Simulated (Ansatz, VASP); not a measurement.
**One calculation of Ti, two programs**

```
Ti
1.0
     2.99374    0.00000    0.00000
    -1.49687    2.59265    0.00000
     0.00000    0.00000    9.58003
Ti
4
Direct
  0.00000 0.00000 0.00000
  0.00000 0.00000 0.50000
  0.33333 0.66667 0.25000
  0.66667 0.33333 0.75000
```

Alike in both runs: task single point; functional revPBE; k mesh 14 × 14 × 4; occupations fermi-dirac, width 0.1 eV; no spin polarisation.

```csv
,VASP,Ansatz
version,VASP 6.6.1,Ansatz 0.2.0
potentials or method,"VASP PAW PBE potentials, release 64 (Ti_sv), cutoff 520 eV","plane waves (420 eV) with PAW, scalar-relativistic"
valence electrons in the cell,48,48
```

|  | VASP | Ansatz | Ansatz less VASP |
| --- | --- | --- | --- |
| pressure (GPa) | -4.0 | -3.8 | +0.20 |

VASP's potentials were made for PBE, not for revPBE.
